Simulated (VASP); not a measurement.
Crystal: Fe3CoGe4.

```xyz
8
Lattice="3.5031 2.0225 2.8603 -3.5031 2.0225 2.8603 0.0000 -4.0450 2.8603" Properties=species:S:1:pos:R:3 pbc="T T T"
Fe   -2.5573   -0.5461    4.6765
Fe    0.8057    2.4877    4.6765
Fe    1.7515   -1.9416    4.6765
Co    0.0000    0.0000    3.1320
Ge    2.3961    0.6391    3.8385
Ge   -0.6446   -2.3947    3.8385
Ge    0.0000    0.0000    5.6462
Ge   -1.7515    1.7555    3.8385
```

```yaml
Program: VASP 6.6.1
Task: relaxation of cell and atoms
Functional: PBE
Potentials_or_basis: VASP PAW PBE potentials, release 64 (Fe, Co, Ge_d)
Cutoff: 600 eV
k_mesh: 4 × 4 × 4
Occupations: gaussian, width 0.1 eV
Spin: collinear spin, ferromagnetic start
Starting_moments: "[4.0, 4.0, 4.0, 3.0, 0.0, 0.0, 0.0, 0.0] μB"
```

At the start: pressure -16.7 GPa; volume 15.20 Å³/atom.

Question: How do energy, volume and symmetry change on relaxing?

Answer: Over 8 steps the energy falls by 174.6 meV/atom and the volume is 12.62 Å³/atom (-17.0 %); space group R3 (No. 146, to 0.1 Å) before and after; moment 3.18 μB per cell.

Step by step:
```
step  energy change (eV)  largest force (eV/Å)  pressure (GPa)  volume (Å³)
   1              0.0000                0.4225          -16.70       121.59
   2             -1.2134                0.4459           11.02        95.79
   3             -1.3935                0.1368            0.09       101.22
   4             -1.3929                0.1424           -0.51       101.60
   5             -1.3962                0.0660           -0.53       101.55
   6             -1.3969                0.0746           -0.47       101.50
   7             -1.3969                0.0547           -0.45       101.51
   8             -1.3970                0.0331            0.48       100.94
```

Final structure:
```
CELL_PARAMETERS angstrom
3.29236 1.90084 2.68818
-3.29236 1.90084 2.68818
0.00000 -3.80169 2.68818
ATOMIC_POSITIONS crystal
Fe 0.13308 0.86615 0.63495
Fe 0.86615 0.63495 0.13308
Fe 0.63495 0.13308 0.86615
Co 0.36561 0.36561 0.36561
Ge 0.83932 0.16133 0.34114
Ge 0.16133 0.34114 0.83932
Ge 0.65842 0.65842 0.65842
Ge 0.34114 0.83932 0.16133
```

Caveat: the volume moved by over 15 % at a fixed basis, so the end points are rough.
